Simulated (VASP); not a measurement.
# Sr (P6_3/mmc) in VASP: relaxation of cell and atoms with PBEsol

Aim: the relaxation of cell and atoms of Sr with PBEsol.

All numbers are computed with VASP 6.6.1; they aren't measurements. Logs are shortened: lines on timing, memory, paths and dates and some standing lists are left out, and cuts for length are marked.

## (1) The cell of the first run

Symmetry: P6_3/mmc, No. 194, hexagonal system. Conventional cell: a = 4.196 Å, b = 4.196 Å, c = 6.893 Å, α = 90.00°, β = 90.00°, γ = 120.00°. Sr (site symmetry -6m2) has 12 Sr at 4.20 to 4.21 Å within 5.5 Å.

## (2) Relaxation of cell and atoms, PBEsol

File INCAR:

```
SYSTEM = Sr
  PREC = Accurate
  ENCUT = 600
  EDIFF = 1E-6
  ISMEAR = 0
  SIGMA = 0.1
  LREAL = .FALSE.
  LASPH = .TRUE.
  NELM = 100
  ALGO = Fast
  ISIF = 3
  LWAVE = .FALSE.
  LCHARG = .FALSE.
  GGA = PS
  IBRION = 2
  NSW = 80
  EDIFFG = -0.01
```

File KPOINTS:

```
regular mesh
0
G
  12 12 6
  0 0 0
```

File POSCAR:

```
Sr
1.0
    4.1964590751      0.0000000000      0.0000000000
   -2.0982295376      3.6342401650      0.0000000000
    0.0000000000      0.0000000000      6.8926690420
Sr
2
Direct
    0.3333333333      0.6666666667      0.2500000000
    0.6666666667      0.3333333333      0.7500000000
```

Potentials or basis: VASP PAW PBE potentials, release 64 (Sr_sv).

Run with:

```
> cat potpaw_PBE.64/Sr_sv/POTCAR > POTCAR
> mpirun -np 1 vasp_std > vasp.out
```

OUTCAR:

```text
SYSTEM = Sr
   PREC = Accurate
   ENCUT = 600
   EDIFF = 1E-6
   ISMEAR = 0
   LREAL = .FALSE.
   LASPH = .TRUE.
   NELM = 100
   ISIF = 3
   GGA = PS
   IBRION = 2
   NSW = 80
   EDIFFG = -0.01

 ion  position               nearest neighbor table
   1  0.333  0.667  0.250-   2 4.21   2 4.21   2 4.21   2 4.21   2 4.21   2 4.21
   2  0.667  0.333  0.750-   1 4.21   1 4.21   1 4.21   1 4.21   1 4.21   1 4.21

  LATTYP: Found a hexagonal cell.
 ALAT       =     4.1964590751
 C/A-ratio  =     1.6424964282

  Lattice vectors:

 A1 = (   4.1964590751,   0.0000000000,   0.0000000000)
 A2 = (  -2.0982295376,   3.6342401650,   0.0000000000)
 A3 = (   0.0000000000,   0.0000000000,   6.8926690420)

Analysis of symmetry for initial positions (statically):
=====================================================================
 Subroutine PRICEL returns:
 Original cell was already a primitive cell.

 Routine SETGRP: Setting up the symmetry group for a
 hexagonal supercell.

 Subroutine GETGRP returns: Found 24 space group operations
 (whereof 12 operations were pure point group operations)
 out of a pool of 24 trial point group operations.

The static configuration has the point symmetry D_3d.
 The point group associated with its full space group is D_6h.

Analysis of symmetry for dynamics (positions and initial velocities):
=====================================================================
 Subroutine PRICEL returns:
 Original cell was already a primitive cell.

 Routine SETGRP: Setting up the symmetry group for a
 hexagonal supercell.

 Subroutine GETGRP returns: Found 24 space group operations
 (whereof 12 operations were pure point group operations)
 out of a pool of 24 trial point group operations.

The dynamic configuration has the point symmetry D_3d.
 The point group associated with its full space group is D_6h.

 Subroutine INISYM returns: Found 24 space group operations
 (whereof 12 operations are pure point group operations),
 and found     1 'primitive' translations

----------------------------------------------------------------------------------------

                                     Primitive cell

  volume of cell :     105.1197

  direct lattice vectors                    reciprocal lattice vectors
     4.196459075  0.000000000  0.000000000     0.238296140  0.137580341  0.000000000
[... 151 lines left out ...]
  energy-cutoff  :      600.00
  volume of cell :      105.12
      direct lattice vectors                 reciprocal lattice vectors
     4.196459075  0.000000000  0.000000000     0.238296140  0.137580341  0.000000000
    -2.098229538  3.634240165  0.000000000     0.000000000  0.275160681  0.000000000
     0.000000000  0.000000000  6.892669042     0.000000000  0.000000000  0.145081679

 POSITION                                       TOTAL-FORCE (eV/Angst)
 -----------------------------------------------------------------------------------
     -0.00000      2.42283      1.72317        -0.000000      0.000000      0.000000
      2.09823      1.21141      5.16950         0.000000      0.000000      0.000000
 -----------------------------------------------------------------------------------
    total drift:                               -0.000000      0.000000     -0.000000

  FREE ENERGIE OF THE ION-ELECTRON SYSTEM (eV)
  ---------------------------------------------------
  free  energy   TOTEN  =        -3.6754799423 eV

  energy  without entropy=       -3.6623079033  energy(sigma->0) =       -3.66889392

--------------------------------------- Ionic step        2  -------------------------------------------

 number of electron      20.0000000 magnetization

 Free energy of the ion-electron system (eV)
  ---------------------------------------------------
  ext. energy  EPLUGINS =         0.00000000
  ---------------------------------------------------
  free energy    TOTEN  =        -3.67550661 eV

  energy without entropy =       -3.66235793  energy(sigma->0) =       -3.66893227

 E-fermi :   1.6754     XC(G=0):  -7.5770

 val. band max:        1.6691699576   @ k =   0.3333   0.1667   0.0000
 cond. band min:       1.6778613633   @ k =   0.4167  -0.0000   0.0000
 fundamental gap:      0.0086914057
 Fermi energy:         1.6753856332

 k-point     1 :       0.0000    0.0000    0.0000
  band No.  band energies     occupation
      1     -34.7867      2.00000
      2     -34.7694      2.00000
      3     -16.9101      2.00000
      4     -16.7108      2.00000
      5     -16.7108      2.00000
      6     -16.6798      2.00000
      7     -16.6798      2.00000
      8     -16.6784      2.00000
      9      -2.0780      2.00000
     10       0.4691      2.00000
     11       1.7692      0.18451
     12       3.9751      0.00000
     13       4.0022      0.00000
     14       4.0026      0.00000
[... 377 lines left out ...]
      1     -34.7734      2.00000
      2     -34.7648      2.00000
      3     -16.8669      2.00000
      4     -16.8288      2.00000
      5     -16.8086      2.00000
      6     -16.7484      2.00000
      7     -16.7111      2.00000
      8     -16.7072      2.00000
      9      -0.4960      2.00000
     10       1.2122      2.00000
     11       1.9625      0.00005
     12       2.2333      0.00000
     13       3.2953      0.00000
     14       3.3877      0.00000

 [... further k-points ...]
[... 5 lines left out ...]
  --------------------------------------------------------------------------------------
  -------------------------------------------------------------------------------------
  Total        0.0016752      0.0016752     -0.0191028     -0.0000000      0.0000000      0.0000000
  in kB        0.0255628      0.0255628     -0.2914991     -0.0000000      0.0000000      0.0000000
  external PRESSURE =      -0.0801245 kB  Pullay stress =       0.0000000 kB

 VOLUME and BASIS-vectors are now :
 -----------------------------------------------------------------------------
  energy-cutoff  :      600.00
  volume of cell :      105.00
      direct lattice vectors                 reciprocal lattice vectors
     4.195821216  0.000000000  0.000000000     0.238332367  0.137601256 -0.000000000
    -2.097910608  3.633687763  0.000000000    -0.000000000  0.275202512 -0.000000000
    -0.000000000  0.000000000  6.886610812     0.000000000 -0.000000000  0.145209309

 POSITION                                       TOTAL-FORCE (eV/Angst)
 -----------------------------------------------------------------------------------
     -0.00000      2.42246      1.72165         0.000000     -0.000000      0.000000
      2.09791      1.21123      5.16496        -0.000000      0.000000     -0.000000
 -----------------------------------------------------------------------------------
    total drift:                               -0.000000      0.000000     -0.000000

  FREE ENERGIE OF THE ION-ELECTRON SYSTEM (eV)
  ---------------------------------------------------
  free  energy   TOTEN  =        -3.6755066120 eV

  energy  without entropy=       -3.6623579329  energy(sigma->0) =       -3.66893227

 reached required accuracy - stopping structural energy minimisation
```

Run time: 1.9 min. Hardware: 1 thread of Intel Xeon Platinum 8488C (Sapphire Rapids), shared host; peak memory 0.33 GiB.

What came out:

```
Free energy                            : -3.6755 eV
Relaxed volume                         : 52.50 Å³/atom
Relaxed cell                           : a = 4.196 Å, b = 4.196 Å, c = 6.887 Å, α = 90.00°, β = 90.00°, γ = 120.00°
Space group after relaxing (to 0.05 Å) : P6_3/mmc (No. 194)
Energy gained by relaxing              : 0.0 meV/atom
Ionic steps                            : 2
Pressure after relaxing                : 0.0 GPa
Band gap on the k mesh                 : zero (band 10 reaches 1.81 eV, above the bottom of band 11 at 1.57 eV)
```

Final structure:
```
CELL_PARAMETERS angstrom
4.19582 0.00000 0.00000
-2.09791 3.63369 0.00000
0.00000 0.00000 6.88661
ATOMIC_POSITIONS crystal
Sr 0.33333 0.66667 0.25000
Sr 0.66667 0.33333 0.75000
```

Levels at points of the mesh, in eV from the Fermi level:
| k point | band 6 | band 7 | band 8 | band 9 | band 10 | band 11 | band 12 | band 13 | band 14 |
| --- | --- | --- | --- | --- | --- | --- | --- | --- | --- |
| (0.00, 0.00, 0.00) | -18.36 | -18.36 | -18.35 | -3.75 | -1.21 | 0.09 | 2.30 | 2.33 | 2.33 |
| (0.50, 0.00, 0.00) | -18.44 | -18.41 | -18.39 | -1.15 | -0.54 | 0.01 | 0.21 | 1.33 | 1.92 |
| (0.00, 0.00, 0.50) | -18.37 | -18.37 | -18.37 | -2.78 | -2.78 | 1.25 | 1.25 | 2.32 | 2.32 |
| (0.50, 0.00, 0.50) | -18.42 | -18.41 | -18.41 | -0.86 | -0.86 | 0.28 | 0.28 | 1.32 | 1.32 |

Caveat: the PAW data sets were made with another functional, which shifts forces and pressure a little.
